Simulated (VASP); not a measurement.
Write the native input for VASP 6.6.1 that does the following.

| Item | Value |
| --- | --- |
| Task | single point |
| Functional | r2SCAN |
| Potentials or basis | VASP PAW PBE potentials, release 64 (Ag, Cl) |
| Cutoff | 520 eV |
| k mesh | 8 × 8 × 8 |
| Occupations | gaussian, width 0.01 eV |
| Spin | no spin polarisation |
| Dipole correction | no |
| Further INCAR settings | ALGO = Normal; EDIFF = 1e-06; NBANDS = 16 |

Crystal: AgCl.

```
CELL_PARAMETERS angstrom
0.00000 2.73907 2.77318
2.73907 0.00000 2.77318
2.73907 2.73907 0.00000
ATOMIC_POSITIONS crystal
Ag 0.00000 0.00000 0.00000
Cl 0.50000 0.50000 0.50000
```

This cell differs from its parent crystal: biaxial xy strain -1.2%.

One way to write it, as run:

POSCAR

```
AgCl
1.0
    0.0000000000      2.7390736517      2.7731838126
    2.7390736517      0.0000000000      2.7731838126
    2.7390736517      2.7390736517      0.0000000000
Ag Cl
1 1
Direct
    0.0000000000      0.0000000000      0.0000000000
    0.5000000000      0.5000000000      0.5000000000
```

INCAR.step1

```
PREC = Accurate
ENCUT = 520
ISMEAR = 0
SIGMA = 0.01
LREAL = F
LASPH = T
NELM = 100
NBANDS = 16
GGA = PE
ALGO = Normal
EDIFF = 1E-4
LWAVE = T
LCHARG = F
```

INCAR.step2

```
PREC = Accurate
ENCUT = 520
EDIFF = 1E-6
ISMEAR = 0
SIGMA = 0.01
LREAL = F
LASPH = T
NELM = 100
ALGO = Normal
ISIF = 2
LWAVE = F
LCHARG = F
METAGGA = R2SCAN
LMIXTAU = T
NBANDS = 16
ISTART = 1
```

KPOINTS

```
Automatic mesh
0
Gamma
  8 8 8
```

Potentials or basis: VASP PAW PBE potentials, release 64 (Ag, Cl).

Launch:

```bash
$ cat potpaw_PBE.64/Ag/POTCAR potpaw_PBE.64/Cl/POTCAR > POTCAR
$ cp INCAR.step1 INCAR
$ mpirun -np 1 vasp_std > vasp.out
$ cp INCAR.step2 INCAR
$ mpirun -np 1 vasp_std > vasp.out
```

Results of the run:

```yaml
Pressure: 1.2 GPa
Band_gap_on_the_k_mesh: 1.38 eV, indirect (least direct gap 3.79 eV)
```

Caveat: the cell differs from its parent crystal (biaxial xy strain -1.2%); the PAW data sets were made with another functional, which shifts forces and pressure a little.

Wall time 110 s on 1 thread of AMD EPYC 9R14 (Zen 4) (shared host), peak memory 0.16 GiB.
